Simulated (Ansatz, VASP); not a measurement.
ZrB2 in VASP and in Ansatz

```xyz
6
Lattice="-2.0831 2.0831 3.7653 2.0831 -2.0831 3.7653 2.0831 2.0831 -3.7653" Properties=species:S:1:pos:R:3 pbc="T T T"
Zr    0.0000    0.0000    1.4410
Zr    0.0000    0.0000    6.0897
B     0.8372    2.0831    0.0000
B     1.2458    0.0000    3.7653
B     0.0000    1.2458    3.7653
B     2.0831    0.8372    0.0000
```

Alike in both runs: functional PBE; k mesh 6 × 6 × 6; occupations gaussian, width 0.1 eV; no spin polarisation.

Ansatz relaxed the structure, and its values are those at the end. VASP's run is a single point on that final structure, the one shown.

|  | VASP | Ansatz |
| --- | --- | --- |
| version | VASP 6.6.1 | Ansatz 0.2.0 |
| potentials or method | VASP PAW PBE potentials, release 64 (Zr_sv, B), cutoff 520 eV | scalar-relativistic, plane waves, PAW |
| valence electrons in the cell | 36 | 36 |

VASP gave:

| Property | Result |
| --- | --- |
| gap on the k mesh at the Fermi level (eV) | none |
| pressure (GPa) | 0.1 |

Question: What did Ansatz give for the same quantities?

Answer: gap on the k mesh at the Fermi level (eV): none; pressure (GPa): 0.0.

A gap of «none» marks a metal or a gap that the smearing closes. The functional is the same, so the differences come from potentials, cutoffs and numerics.
